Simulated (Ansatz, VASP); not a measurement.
Sc2GaS: VASP beside Ansatz

```
CELL_PARAMETERS angstrom
3.84697 0.00000 0.00000
0.00000 3.84697 0.00000
0.00000 0.00000 5.56380
ATOMIC_POSITIONS crystal
Sc 0.50000 0.00000 0.27642
Sc 0.00000 0.50000 0.72358
Ga 0.00000 0.00000 0.50000
S 0.50000 0.50000 0.00000
```

Change from the starting cell: species swapped into the ZnCdS2 type (P-4m2, No. 115).

Alike in both runs: task single point; functional PBE; k mesh 4 × 4 × 4; occupations gaussian, width 0.1 eV; no spin polarisation.

|  | VASP | Ansatz |
| --- | --- | --- |
| version | VASP 6.6.1 | Ansatz 0.2.0 |
| potentials or method | VASP PAW PBE potentials, release 64 (Sc_sv, Ga_d, S), cutoff 520 eV | scalar-relativistic, plane waves, PAW |
| valence electrons in the cell | 41 | 41 |

|  | VASP | Ansatz | Ansatz less VASP |
| --- | --- | --- | --- |
| gap on the k mesh at the Fermi level (eV) | none | none | - |
| pressure (GPa) | 24.1 | 23.7 | -0.41 |
| traceless stress, the component that is largest in VASP (GPa) | 1.29 | 1.30 | +0.006 |
| rms of the force components (eV/Å) | 1.350 | 1.334 | -0.0155 |

Atom by atom the forces differ by 0.016 eV/Å (rms over components). A gap of «none» marks a metal or a gap that the smearing closes. With one functional, cell and mesh, what is left measures potentials, basis and numerics.

The k mesh is coarse, so the values compare programs but aren't converged.
